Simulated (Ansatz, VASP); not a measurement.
Pt: VASP beside Ansatz

```
Pt
1.0
     0.00000    2.02172    2.02172
     2.02172    0.00000    2.02172
     2.02172    2.02172    0.00000
Pt
1
Cartesian
  0.0000 0.0000 0.0000
```

Alike in both runs: task single point; functional LDA; k mesh 22 × 22 × 22; occupations gaussian, width 0.15 eV; no spin polarisation.

|  | VASP | Ansatz |
| --- | --- | --- |
| version | VASP 6.6.1 | Ansatz 0.2.0 |
| potentials or method | VASP PAW LDA potentials, release 64 (Pt), cutoff 520 eV | scalar-relativistic, plane waves, PAW |
| valence electrons in the cell | 10 | 18 |

```csv
,VASP,Ansatz,Ansatz less VASP
gap on the k mesh at the Fermi level (eV),none,none,-
pressure (GPa),-25.1,-25.6,-0.51
```

Ansatz warns that its potentials were made for another functional, while VASP's fit it. LDA's correlation is that of Perdew and Zunger in VASP and of Perdew and Wang (1992) in Ansatz. A gap of «none» marks a metal or a gap that the smearing closes. VASP's potentials hold 10 valence electrons a cell and Ansatz's 18, so a difference there can come from the potentials and not from the codes.

Spin-orbit coupling is off throughout.
